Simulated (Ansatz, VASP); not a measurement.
# Two plane-wave programs on AlNi

Contents of INCAR:

```
SYSTEM = AlNi
  PREC = Accurate
  ENCUT = 520
  EDIFF = 1E-7
  ISMEAR = 0
  SIGMA = 0.15
  LREAL = .FALSE.
  LASPH = .TRUE.
  NELM = 60
  ALGO = Fast
  ISIF = 2
  LWAVE = .FALSE.
  LCHARG = .FALSE.
  GGA = PS
  NBANDS = 14
```

File KPOINTS:

```
Automatic mesh
0
G
  16 16 16
  0 0 0
```

POSCAR

```
AlNi
1.0
    1.9538327071     -1.9537807868      0.0000000000
    1.9538327071      1.9537807868      0.0000000000
    0.0000000000      0.0000000000      2.9454000000
Al Ni
1 1
Direct
    0.0000000000      0.0000000000      0.0000000000
    0.5000000000      0.5000000000      0.5000000000
```

Input for Ansatz:

```yaml
crystal:
  lattice:
    - [1.9538327071, -1.9537807868, 0.0]
    - [1.9538327071, 1.9537807868, 0.0]
    - [0.0, 0.0, 2.9454]
  atoms:
    - { symbol: Al, position: [0.0, 0.0, 0.0] }
    - { symbol: Ni, position: [0.5, 0.5, 0.5] }
basis:
  ecutwfc: 520.0
kpoints:
  mp_grid: { grid: [16, 16, 16] }
hamiltonian:
  xc: pbesol
  pseudopotentials: { kind: paw, azcp: { folder: soft_1 } }
scf:
  occupations: { method: gaussian, width: 0.15 }
output:
  forces: true
  stress: true
  eigenvalues: true
```

Alike in both runs: task single point; functional PBEsol; k mesh 16 × 16 × 16; occupations gaussian, width 0.15 eV; no spin polarisation.

|  | VASP | Ansatz |
| --- | --- | --- |
| version | VASP 6.6.1 | Ansatz 0.2.0 |
| potentials or method | VASP PAW PBE potentials, release 64 (Al, Ni), cutoff 520 eV | scalar-relativistic, plane waves, PAW |
| valence electrons in the cell | 13 | 21 |

```tsv
	VASP	Ansatz	Ansatz less VASP
gap on the k mesh at the Fermi level (eV)	none	none	-
pressure (GPa)	8.3	8.1	-0.15
traceless stress, the component that is largest in VASP (GPa)	-3.26	-3.17	+0.093
```

VASP's potentials were made for PBE, not for PBEsol, and Ansatz warns of the same on its side. A gap of «none» marks a metal or a gap that the smearing closes. VASP's potentials hold 13 valence electrons a cell and Ansatz's 21, so a difference there can come from the potentials and not from the codes. Ansatz's warnings: near symmetry operations not taken.
